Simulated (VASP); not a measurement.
Set up this calculation in VASP 6.6.1, as the native input.

* Task: single point
* Functional: PBEsol
* Potentials or basis: VASP PAW PBE potentials, release 64 (Ga_d)
* Cutoff: 520 eV
* k mesh: 10 × 10 × 8
* Occupations: fermi-dirac, width 0.05 eV
* Spin: no spin polarisation
* Dipole correction: no
* Further INCAR settings: ALGO = Normal; EDIFF = 1e-06; NBANDS = 20

The structure of Ga lies in POSCAR:

```
Ga
1.0
    1.2754507038     -3.7788862857      0.0231473179
    1.2754507038      3.7788862857      0.0231473179
   -0.0525810228      0.0000000000      2.8665426241
Ga
2
Direct
    0.1335865770      0.8664134230      0.7500000000
    0.8664134230      0.1335865770      0.2500000000
```

The input as run:

INCAR

```
PREC = Accurate ; ENCUT = 520
EDIFF = 1E-6 ; ISMEAR = -1
SIGMA = 0.05 ; LREAL = False
LASPH = True ; NELM = 80
ALGO = Normal ; ISIF = 2
LWAVE = False ; LCHARG = False
GGA = PS ; NBANDS = 20
```

KPOINTS

```
Automatic mesh
0
Gamma
  10 10 8
```

Potentials or basis: VASP PAW PBE potentials, release 64 (Ga_d).

Run with:

```console
$ cat potpaw_PBE.64/Ga_d/POTCAR > POTCAR
$ mpirun -np 1 vasp_std > vasp.out
```

Results of the run:

```yaml
Pressure: 30.2 GPa
Band_gap_on_the_k_mesh: zero (band 13 reaches 14.81 eV, above the bottom of band 14 at 3.12 eV)
```

Caveat: the PAW data sets were made with another functional, which shifts forces and pressure a little.

Wall time 65 s on 1 thread of Intel(R) Xeon(R) 6975P-C (Granite Rapids), with other jobs on the host, peak memory 0.23 GiB.
